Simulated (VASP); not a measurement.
# Re (Pm-3m) in VASP: further runs

Re is run at these levels: r2SCAN; tasks: single point.

Everything below comes from runs of VASP 6.6.1. Logs are shortened: lines on timing, memory, paths and dates and some standing lists are left out, and cuts for length are marked.

### 1 The cell of the first run

It takes space group Pm-3m (No. 221, cubic). The conventional cell has a = 2.433 Å, b = 2.433 Å, c = 2.433 Å, α = 90.00°, β = 90.00°, γ = 90.00°. Within 3.2 Å of Re (site symmetry m-3m) lie 6 Re at 2.43 Å.

This isn't the form of Re at room conditions, which is hcp.

### 2 Single point, r2SCAN

POSCAR

```
Re
1.0
    2.4327374322      0.0000000000      0.0000000000
    0.0000000000      2.4327374322      0.0000000000
    0.0000000000      0.0000000000      2.4327374322
Re
1
Direct
    0.0000000000      0.0000000000      0.0000000000
```

INCAR.step1

```
PREC = Accurate ; ENCUT = 520
ISMEAR = -1 ; SIGMA = 0.1
LREAL = False ; LASPH = True
NELM = 60 ; NBANDS = 10
GGA = PE ; ALGO = Normal
EDIFF = 1E-4 ; LWAVE = True
LCHARG = False
```

INCAR.step2

```
PREC = Accurate ; ENCUT = 520
EDIFF = 1E-6 ; ISMEAR = -1
SIGMA = 0.1 ; LREAL = False
LASPH = True ; NELM = 60
ALGO = Normal ; ISIF = 2
LWAVE = False ; LCHARG = True
METAGGA = R2SCAN ; LMIXTAU = True
LELF = True ; LVHAR = True
NBANDS = 10 ; ISTART = 1
```

KPOINTS

```
Automatic mesh
0
Gamma
  10 10 10
```

Potentials or basis: VASP PAW PBE potentials, release 64 (Re).

On the command line:

```sh
cat potpaw_PBE.64/Re/POTCAR > POTCAR
cp INCAR.step1 INCAR
mpirun -np 1 vasp_std > vasp.out
cp INCAR.step2 INCAR
mpirun -np 1 vasp_std > vasp.out
```

OUTCAR:

```text
PREC = Accurate
   ENCUT = 520
   EDIFF = 1E-6
   ISMEAR = -1
   LREAL = False
   LASPH = True
   NELM = 60
   ISIF = 2
   METAGGA = R2SCAN
   ISTART = 1

 ion  position               nearest neighbor table
   1  0.000  0.000  0.000-

  LATTYP: Found a simple cubic cell.
 ALAT       =     2.4327374322

  Lattice vectors:

 A1 = (   2.4327374322,   0.0000000000,   0.0000000000)
 A2 = (   0.0000000000,   2.4327374322,   0.0000000000)
 A3 = (   0.0000000000,   0.0000000000,   2.4327374322)

Analysis of symmetry for initial positions (statically):
=====================================================================
 Subroutine PRICEL returns:
 Original cell was already a primitive cell.

 Routine SETGRP: Setting up the symmetry group for a
 simple cubic supercell.

 Subroutine GETGRP returns: Found 48 space group operations
 (whereof 48 operations were pure point group operations)
 out of a pool of 48 trial point group operations.

The static configuration has the point symmetry O_h .

Analysis of symmetry for dynamics (positions and initial velocities):
=====================================================================
 Subroutine PRICEL returns:
 Original cell was already a primitive cell.

 Routine SETGRP: Setting up the symmetry group for a
 simple cubic supercell.

 Subroutine GETGRP returns: Found 48 space group operations
 (whereof 48 operations were pure point group operations)
 out of a pool of 48 trial point group operations.

The dynamic configuration has the point symmetry O_h .

 Subroutine INISYM returns: Found 48 space group operations
 (whereof 48 operations are pure point group operations),
 and found     1 'primitive' translations

----------------------------------------------------------------------------------------

                                     Primitive cell

  volume of cell :      14.3975

  direct lattice vectors                    reciprocal lattice vectors
     2.432737432  0.000000000  0.000000000     0.411059569  0.000000000  0.000000000
     0.000000000  2.432737432  0.000000000     0.000000000  0.411059569  0.000000000
     0.000000000  0.000000000  2.432737432     0.000000000  0.000000000  0.411059569

  length of vectors
     2.432737432  2.432737432  2.432737432     0.411059569  0.411059569  0.411059569

  position of ions in fractional coordinates (direct lattice)
     0.000000000  0.000000000  0.000000000

  ion indices of the primitive-cell ions
   primitive index   ion index
                 1           1

----------------------------------------------------------------------------------------

 KPOINTS: Automatic mesh

Automatic generation of k-mesh.
 Grid dimensions read from file:
 generate k-points for:   10   10   10

 Generating k-lattice:

  Cartesian coordinates                     Fractional coordinates (reciprocal lattice)
     0.041105957  0.000000000  0.000000000     0.100000000  0.000000000  0.000000000
     0.000000000  0.041105957  0.000000000     0.000000000  0.100000000  0.000000000
     0.000000000  0.000000000  0.041105957     0.000000000  0.000000000  0.100000000

  Length of vectors
     0.041105957  0.041105957  0.041105957

  Shift w.r.t. Gamma in fractional coordinates (k-lattice)
     0.000000000  0.000000000  0.000000000

 Subroutine IBZKPT returns following result:
 ===========================================

 Found     56 irreducible k-points:

 Following reciprocal coordinates:
            Coordinates               Weight
  0.000000  0.000000  0.000000      1.000000
  0.100000  0.000000  0.000000      6.000000
  0.200000  0.000000  0.000000      6.000000
  0.300000  0.000000  0.000000      6.000000
  0.400000  0.000000  0.000000      6.000000
  0.500000  0.000000  0.000000      3.000000
[... 16 lines left out ...]
  0.200000  0.100000  0.100000     24.000000
  0.300000  0.100000  0.100000     24.000000
 [... further k-points ...]
   k-points           NKPTS =     56   k-points in BZ     NKDIM =     56   number of bands    NBANDS=     10
   number of dos      NEDOS =    301   number of ions     NIONS =      1
   total plane-waves  NPLWV =   5832
   dimension x,y,z NGX =    18 NGY =   18 NGZ =   18
   dimension x,y,z NGXF=    36 NGYF=   36 NGZF=   36
   ions per type =               1
   NGX,Y,Z   is equivalent  to a cutoff of  12.30, 12.30, 12.30 a.u.
   NGXF,Y,Z  is equivalent  to a cutoff of  24.60, 24.60, 24.60 a.u.
 SYSTEM =  unknown system
   PREC   = accura    normal or accurate (medium, high low for compatibility)
   ISTART =      1    job   : 0-new  1-cont  2-samecut
   ICHARG =      0    charge: 1-file 2-atom 10-const
   ISPIN  =      1    spin polarized calculation?
   LNONCOLLINEAR =      F non collinear calculations
   LSORBIT =      F    spin-orbit coupling
   LASPH  =      T    aspherical Exc in radial PAW
   ENCUT  =  520.0 eV  38.22 Ry    6.18 a.u.   4.52  4.52  4.52*2*pi/ulx,y,z
   NELM   =     60;   NELMIN=  2; NELMDL=  0     # of ELM steps
   EDIFF  = 0.1E-05   stopping-criterion for ELM
   LREAL  =      F    real-space projection
   EDIFFG = 0.1E-04   stopping-criterion for IOM
   NSW    =      0    number of steps for IOM
   IBRION =     -1    ionic relax: 0-MD 1-quasi-New 2-CG
   NFREE  =      0    steps in history (QN), initial steepest desc. (CG)
   ISIF   =      2    stress and relaxation
   ISYM   =      2    0-nonsym 1-usesym 2-fastsym
   POTIM  = 0.5000    time-step for ionic-motion
   TEBEG  =    0.0;   TEEND  =   0.0 temperature during run
   PSTRESS=    0.0 pullay stress
   NELECT =       7.0000    total number of electrons
   NUPDOWN=      -1.0000    fix difference up-down
   EMIN   =  10.00;   EMAX   =-10.00  energy-range for DOS
   EFERMI =   0.00;   METHOD = LEGACY
   ISMEAR =    -1;   SIGMA  =   0.10  broadening in eV -4-tet -1-fermi 0-gaus
   EFERMI_NEDOS =   21; number of points for ismear=-14 and -15
   IALGO  =     38    algorithm
   IMIX   =      4    mixing-type and parameters
     AMIX     =   0.40;   BMIX     =  1.00
     AMIX_MAG =   1.60;   BMIX_MAG =  1.00
  volume/ion in A,a.u.               =      14.40        97.16
  Fermi-wavevector in a.u.,A,eV,Ry     =   1.287298  2.432640 22.546690  1.657135
  Thomas-Fermi vector in A             =   2.419320
   LORBIT       =      0    0 simple, 1 ext, 2 COOP (PROOUT), +10 PAW based schemes
   METAGGA = R2SCAN    functional components
   LHFCALC =     F    Hartree Fock is set to
   AEXX    =    0.0000 exact exchange contribution
   IVDW    =     0    specifies the selected vdW correction
   LEPSILON=     F    determine dielectric tensor
   LRPA    =     F    only Hartree local field effects (RPA)
 non-spin polarized calculation
  energy-cutoff  :      520.00
  volume of cell :       14.40
 maximum number of plane-waves:       404
   NGX =  9   NGY =  9   NGZ =  9

 number of electron       6.9999999 magnetization

 Free energy of the ion-electron system (eV)
  ---------------------------------------------------
  ext. energy  EPLUGINS =         0.00000000
  ---------------------------------------------------
  free energy    TOTEN  =       -50.69871470 eV

  energy without entropy =      -50.68060118  energy(sigma->0) =      -50.68965794

 E-fermi :   8.6401     XC(G=0): -14.8565

 val. band max:        8.5664305122   @ k =   0.5000   0.3000   0.0000
 cond. band min:       8.7808586362   @ k =   0.5000   0.2000   0.0000
 fundamental gap:      0.2144281240
 Fermi energy:         8.6401390713

 k-point     1 :       0.0000    0.0000    0.0000
  band No.  band energies     occupation
      1      -2.1672      2.00000
      2       1.5871      2.00000
      3       1.5871      2.00000
      4      13.3602      0.00000
      5      13.3602      0.00000
      6      13.3602      0.00000
      7      26.4839      0.00000
      8      26.4839      0.00000
      9      26.4839      0.00000
     10      33.8395      0.00000

 k-point     2 :       0.1000    0.0000    0.0000
  band No.  band energies     occupation
      1      -1.7646      2.00000
      2       1.6928      2.00000
      3       2.0799      2.00000
      4      12.6972      0.00000
      5      12.6972      0.00000
      6      13.4084      0.00000
      7      24.5514      0.00000
      8      27.3503      0.00000
      9      27.3503      0.00000
     10      33.4953      0.00000

 k-point     3 :       0.2000    0.0000    0.0000
  band No.  band energies     occupation
      1      -0.7982      2.00000
      2       1.9801      2.00000
      3       3.5537      2.00000
      4      11.2497      0.00000
      5      11.2497      0.00000
      6      13.5363      0.00000
      7      21.5416      0.00000
      8      29.3481      0.00000
      9      29.3481      0.00000
     10      29.9798      0.00000

 k-point     4 :       0.3000    0.0000    0.0000
  band No.  band energies     occupation
      1       0.3276      2.00000
      2       2.3597      2.00000
      3       5.5963      2.00000
      4       9.8072      0.00002
      5       9.8072      0.00002
      6      13.6981      0.00000
      7      19.4181      0.00000
      8      27.1906      0.00000
      9      31.5897      0.00000
     10      31.5897      0.00000
[... 222 lines left out ...]
 k-point    22 :       0.1000    0.1000    0.1000
  band No.  band energies     occupation
      1      -0.9338      2.00000
      2       2.4646      2.00000
      3       2.4646      2.00000
      4      11.8328      0.00000
      5      12.1713      0.00000
      6      12.1713      0.00000
      7      25.5407      0.00000
      8      26.5081      0.00000
      9      26.5081      0.00000
     10      34.5785      0.00000

 k-point    23 :       0.2000    0.1000    0.1000
  band No.  band energies     occupation
      1       0.0478      2.00000
      2       2.7494      2.00000
      3       3.8654      2.00000
      4      10.5476      0.00000
      5      10.6083      0.00000
      6      12.2649      0.00000
      7      23.0869      0.00000
      8      27.3592      0.00000
      9      28.2670      0.00000
     10      32.1104      0.00000

 k-point    24 :       0.3000    0.1000    0.1000
  band No.  band energies     occupation
      1       1.1650      2.00000
      2       3.1353      2.00000
      3       5.4619      2.00000
      4       9.0528      0.03175
      5       9.8102      0.00002
      6      12.4722      0.00000
      7      20.6980      0.00000
      8      28.0561      0.00000
      9      28.8068      0.00000
     10      32.2393      0.00000

 [... further k-points ...]
[... 5 lines left out ...]
  --------------------------------------------------------------------------------------
  -------------------------------------------------------------------------------------
  Total        5.2946948      5.2946948      5.2946948     -0.0000000     -0.0000000      0.0000000
  in kB      589.2041532    589.2041532    589.2041532     -0.0000000     -0.0000000      0.0000000
  external PRESSURE =     589.2041532 kB  Pullay stress =       0.0000000 kB

 VOLUME and BASIS-vectors are now :
 -----------------------------------------------------------------------------
  energy-cutoff  :      520.00
  volume of cell :       14.40
      direct lattice vectors                 reciprocal lattice vectors
     2.432737432  0.000000000  0.000000000     0.411059569  0.000000000  0.000000000
     0.000000000  2.432737432  0.000000000     0.000000000  0.411059569  0.000000000
     0.000000000  0.000000000  2.432737432     0.000000000  0.000000000  0.411059569

 POSITION                                       TOTAL-FORCE (eV/Angst)
 -----------------------------------------------------------------------------------
      0.00000      0.00000      0.00000         0.000000      0.000000      0.000000
 -----------------------------------------------------------------------------------
    total drift:                                0.000000      0.000000      0.000000

  FREE ENERGIE OF THE ION-ELECTRON SYSTEM (eV)
  ---------------------------------------------------
  free  energy   TOTEN  =       -50.6987147026 eV

  energy  without entropy=      -50.6806011785  energy(sigma->0) =      -50.68965794
```

Wall time 15 s (1 thread of AMD EPYC 9R45 (Zen 5), shared host); peak memory 0.1 GiB.

What came out:

```
Free energy            : -50.6987 eV
Pressure               : 58.9 GPa
Band gap on the k mesh : zero (an odd number of electrons rules out a gap without spin polarisation)
```

Levels at points of the mesh, in eV from the Fermi level:
```
           k point  band 1  band 2  band 3  band 4  band 5  band 6  band 7
(0.00, 0.00, 0.00)  -10.81   -7.05   -7.05    4.72    4.72    4.72   17.84
(0.50, 0.00, 0.00)   -6.90   -5.82   -1.19   -0.18   -0.18    5.24   10.91
(0.50, 0.50, 0.00)   -8.37   -4.76    0.81    0.81    5.72    5.72    8.02
(0.50, 0.50, 0.50)   -6.35   -6.35   -6.35    8.03    8.39    8.39   14.72
```

Caveat: the cell stands under pressure; the PAW data sets were made with another functional, which shifts forces and pressure a little; spin-orbit coupling is left out, which moves the levels of the heavy elements.

### 3 Single point, r2SCAN

This run uses another cell than the first one, of 15.02 Å³/atom.

POSCAR

```
Re
1.0
    2.4672516403      0.0000000000      0.0000000000
    0.0000000000      2.4672516403      0.0000000000
    0.0000000000      0.0000000000      2.4672516403
Re
1
Direct
    0.0000000000      0.0000000000      0.0000000000
```

INCAR.step1

```
SYSTEM = Re
PREC = Accurate
ENCUT = 520
ISMEAR = -1
SIGMA = 0.1
LREAL = .False.
LASPH = .True.
NELM = 80
NBANDS = 10
GGA = PE
ALGO = Normal
EDIFF = 1E-4
LWAVE = .True.
LCHARG = .False.
```

INCAR.step2

```
SYSTEM = Re
PREC = Accurate
ENCUT = 520
EDIFF = 1E-6
ISMEAR = -1
SIGMA = 0.1
LREAL = .False.
LASPH = .True.
NELM = 80
ALGO = Normal
ISIF = 2
LWAVE = .False.
LCHARG = .False.
METAGGA = R2SCAN
LMIXTAU = .True.
NBANDS = 10
ISTART = 1
```

KPOINTS

```
Automatic mesh
0
Gamma
  10 10 10
  0 0 0
```

Potentials or basis: VASP PAW PBE potentials, release 64 (Re).

On the command line:

```sh
cat potpaw_PBE.64/Re/POTCAR > POTCAR
cp INCAR.step1 INCAR
mpirun -np 1 vasp_std > vasp.out
cp INCAR.step2 INCAR
mpirun -np 1 vasp_std > vasp.out
```

Wall time 14 s (1 thread of AMD EPYC 9R45 (Zen 5), shared host); peak memory 0.09 GiB.

The run converged. Its results:

```yaml
Free_energy: -50.8876 eV
Pressure: 39.0 GPa
Band_gap_on_the_k_mesh: zero (an odd number of electrons rules out a gap without spin polarisation)
```

Levels at points of the mesh, in eV from the Fermi level:
```tsv
k point	band 1	band 2	band 3	band 4	band 5	band 6	band 7
(0.00, 0.00, 0.00)	-10.50	-6.69	-6.69	4.45	4.45	4.45	17.43
(0.50, 0.00, 0.00)	-6.70	-5.53	-1.15	-0.13	-0.13	4.93	10.31
(0.50, 0.50, 0.00)	-7.88	-4.59	0.78	0.78	5.48	5.48	7.53
(0.50, 0.50, 0.50)	-5.96	-5.96	-5.96	7.87	7.87	8.25	14.00
```

Caveat: the cell stands under pressure; the PAW data sets were made with another functional, which shifts forces and pressure a little; spin-orbit coupling is left out, which moves the levels of the heavy elements.

### 4 Single point, r2SCAN

This run uses another cell than the first one, of 15.79 Å³/atom.

POSCAR

```
Re
1.0
    2.5087802134      0.0000000000      0.0000000000
    0.0000000000      2.5087802134      0.0000000000
    0.0000000000      0.0000000000      2.5087802134
Re
1
Direct
    0.0000000000      0.0000000000      0.0000000000
```

INCAR.step1

```
PREC = Accurate ; ENCUT = 520
ISMEAR = -1 ; SIGMA = 0.1
LREAL = F ; LASPH = T
NELM = 80 ; NBANDS = 10
GGA = PE ; ALGO = Normal
EDIFF = 1E-4 ; LWAVE = T
LCHARG = F
```

INCAR.step2

```
PREC = Accurate ; ENCUT = 520
EDIFF = 1E-7 ; ISMEAR = -1
SIGMA = 0.1 ; LREAL = F
LASPH = T ; NELM = 80
ALGO = Normal ; ISIF = 2
LWAVE = F ; LCHARG = F
METAGGA = R2SCAN ; LMIXTAU = T
NBANDS = 10 ; ISTART = 1
```

KPOINTS

```
regular mesh
0
Gamma
  10 10 10
```

On the command line:

```sh
cat potpaw_PBE.64/Re/POTCAR > POTCAR
cp INCAR.step1 INCAR
mpirun -np 1 vasp_std > vasp.out
cp INCAR.step2 INCAR
mpirun -np 1 vasp_std > vasp.out
```

Wall time 19 s (1 thread of AMD EPYC 9R45 (Zen 5), shared host); peak memory 0.1 GiB.

The run converged. Its results:

* Free energy: -51.0259 eV
* Pressure: 19.1 GPa
* Band gap on the k mesh: zero (an odd number of electrons rules out a gap without spin polarisation)

Levels at points of the mesh, in eV from the Fermi level:
| k point | band 1 | band 2 | band 3 | band 4 | band 5 | band 6 | band 7 | band 8 |
| --- | --- | --- | --- | --- | --- | --- | --- | --- |
| (0.00, 0.00, 0.00) | -10.15 | -6.30 | -6.30 | 4.13 | 4.13 | 4.13 | 16.96 | 16.96 |
| (0.50, 0.00, 0.00) | -6.47 | -5.21 | -1.10 | -0.09 | -0.09 | 4.57 | 9.61 | 15.95 |
| (0.50, 0.50, 0.00) | -7.33 | -4.40 | 0.75 | 0.75 | 5.21 | 5.21 | 6.98 | 16.08 |
| (0.50, 0.50, 0.50) | -5.55 | -5.55 | -5.55 | 7.29 | 7.29 | 8.47 | 13.19 | 13.19 |

Caveat: the cell stands under pressure; the PAW data sets were made with another functional, which shifts forces and pressure a little; spin-orbit coupling is left out, which moves the levels of the heavy elements.

### 5 Single point, r2SCAN

This run uses another cell than the first one, of 16.82 Å³/atom.

POSCAR

```
Re
1.0
    2.5619304036      0.0000000000      0.0000000000
    0.0000000000      2.5619304036      0.0000000000
    0.0000000000      0.0000000000      2.5619304036
Re
1
Direct
    0.0000000000      0.0000000000      0.0000000000
```

INCAR.step1

```
SYSTEM = Re
PREC = Accurate
ENCUT = 520
ISMEAR = -1
SIGMA = 0.1
LREAL = .FALSE.
LASPH = .TRUE.
NELM = 100
NBANDS = 10
GGA = PE
ALGO = Normal
EDIFF = 1E-4
LWAVE = .TRUE.
LCHARG = .FALSE.
```

INCAR.step2

```
SYSTEM = Re
PREC = Accurate
ENCUT = 520
EDIFF = 1E-6
ISMEAR = -1
SIGMA = 0.1
LREAL = .FALSE.
LASPH = .TRUE.
NELM = 100
ALGO = Normal
ISIF = 2
LWAVE = .FALSE.
LCHARG = .FALSE.
METAGGA = R2SCAN
LMIXTAU = .TRUE.
NBANDS = 10
ISTART = 1
```

KPOINTS

```
regular mesh
0
G
  10 10 10
  0 0 0
```

On the command line:

```sh
cat potpaw_PBE.64/Re/POTCAR > POTCAR
cp INCAR.step1 INCAR
mpirun -np 1 vasp_std > vasp.out
cp INCAR.step2 INCAR
mpirun -np 1 vasp_std > vasp.out
```

Run time: 16 s. Hardware: 1 thread of AMD EPYC 9R45 (Zen 5), shared host; peak memory 0.1 GiB.

It converged, with:

- Free energy: -51.0809 eV
- Pressure: -0.9 GPa
- Band gap on the k mesh: zero (an odd number of electrons rules out a gap without spin polarisation)

Levels at points of the mesh, in eV from the Fermi level:
| k point | band 1 | band 2 | band 3 | band 4 | band 5 | band 6 | band 7 |
| --- | --- | --- | --- | --- | --- | --- | --- |
| (0.00, 0.00, 0.00) | -9.71 | -5.84 | -5.84 | 3.75 | 3.75 | 3.75 | 16.38 |
| (0.50, 0.00, 0.00) | -6.18 | -4.84 | -1.04 | -0.06 | -0.06 | 4.15 | 8.79 |
| (0.50, 0.50, 0.00) | -6.70 | -4.17 | 0.69 | 0.69 | 4.90 | 4.90 | 6.33 |
| (0.50, 0.50, 0.50) | -5.06 | -5.06 | -5.06 | 6.60 | 6.60 | 8.71 | 12.26 |

Caveat: the PAW data sets were made with another functional, which shifts forces and pressure a little; spin-orbit coupling is left out, which moves the levels of the heavy elements.

### 6 Summary

| cell | gap on the mesh (eV) | pressure (GPa) |
| --- | --- | --- |
| a = 2.433 Å, 1 atom | none | 58.9 |
| a = 2.467 Å, 1 atom | none | 39.0 |
| a = 2.509 Å, 1 atom | none | 19.1 |
| a = 2.562 Å, 1 atom | none | -0.9 |

Alike in all rows: task single point; level r2SCAN; potentials or basis VASP PAW PBE potentials, release 64 (Re); no spin polarisation; k mesh 10 × 10 × 10; cutoff (eV) 520; smearing fermi-dirac 0.1 eV.

Caveats: the PAW data sets were made with another functional, which shifts forces and pressure a little; spin-orbit coupling is left out, which moves the levels of the heavy elements; the cell stands under pressure (at least some runs).

Absolute energies hang on the potentials; compare differences alone.

The gap in the log of VASP goes by the Fermi energy; the results here count the filled bands.